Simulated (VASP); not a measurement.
Here is a VASP 6.6.1 calculation.

Contents of INCAR:

```
SYSTEM = KPt
PREC = Accurate
ENCUT = 520
EDIFF = 1E-7
ISMEAR = 0
SIGMA = 0.1
LREAL = .False.
LASPH = .True.
NELM = 80
ALGO = Normal
ISIF = 2
LWAVE = .False.
LCHARG = .True.
GGA = PE
LELF = .True.
LVHAR = .True.
NBANDS = 16
```

File KPOINTS:

```
Automatic mesh
0
Gamma
  6 6 6
  0 0 0
```

The input POSCAR:

```
KPt
1.0
    3.7620670092      0.0000000000      0.0000000000
    0.0000000000      3.7620670092      0.0000000000
    0.0000000000      0.0000000000      3.7620670092
K Pt
1 1
Direct
    0.0000000000      0.0000000000      0.0000000000
    0.5000000000      0.5000000000      0.5000000000
```

Potentials or basis: VASP PAW PBE potentials, release 64 (K_sv, Pt).

The run is started by

```console
$ cat potpaw_PBE.64/K_sv/POTCAR potpaw_PBE.64/Pt/POTCAR > POTCAR
$ mpirun -np 1 vasp_std > vasp.out
```

Task: What does it give for the pressure?

Result: -1.0 GPa.
